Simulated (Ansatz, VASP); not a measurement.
## RhC: VASP beside Ansatz

INCAR

```
SYSTEM = RhC
  PREC = Accurate
  ENCUT = 520
  EDIFF = 1E-6
  ISMEAR = -1
  SIGMA = 0.1
  LREAL = .False.
  LASPH = .True.
  NELM = 100
  ALGO = Normal
  ISIF = 2
  LWAVE = .False.
  LCHARG = .False.
  GGA = PE
  NBANDS = 16
```

File KPOINTS:

```
Automatic mesh
0
Gamma
  14 14 14
  0 0 0
```

File POSCAR:

```
RhC
1.0
    0.0000000000      2.0813864178      2.0813864178
    2.0813864178      0.0000000000      2.0813864178
    2.0813864178      2.0813864178      0.0000000000
Rh C
1 1
Direct
    0.0000000000      0.0000000000      0.0000000000
    0.2500000000      0.2500000000      0.2500000000
```

Input for Ansatz:

```yaml
crystal:
  lattice:
    - [0.0, 2.0813864178, 2.0813864178]
    - [2.0813864178, 0.0, 2.0813864178]
    - [2.0813864178, 2.0813864178, 0.0]
  atoms:
    - { symbol: Rh, position: [0.0, 0.0, 0.0] }
    - { symbol: C, position: [0.25, 0.25, 0.25] }
kpoints:
  mp_grid: { grid: [14, 14, 14] }
scf:
  occupations: { method: fermi_dirac, width: 0.1 }
hamiltonian:
  xc: pbe
  pseudopotentials: { kind: all_electron, lapw: { basis_error: 0.001 } }
output:
  forces: true
  stress: true
  eigenvalues: true
  populations: true
```

Change from the starting cell: volume scaled by 0.75, LAPW.

Alike in both runs: task single point; functional PBE; k mesh 14 × 14 × 14; occupations fermi-dirac, width 0.1 eV; no spin polarisation.

```csv
,VASP,Ansatz
version,VASP 6.6.1,Ansatz 0.2.0
potentials or method,"VASP PAW PBE potentials, release 64 (Rh_pv, C), cutoff 520 eV","all-electron LAPW, scalar-relativistic"
```

Ansatz gave:

- pressure (GPa): 128.2

**Question.** What did VASP give for the same quantities?

**Answer.** Pressure (GPa): 128.5.

Both programs put the cell under a high pressure, so it lies far from rest at this level. Ansatz ran all-electron here, and VASP with PAW potentials.

Noted on VASP's run: the cell as given lies far from equilibrium.
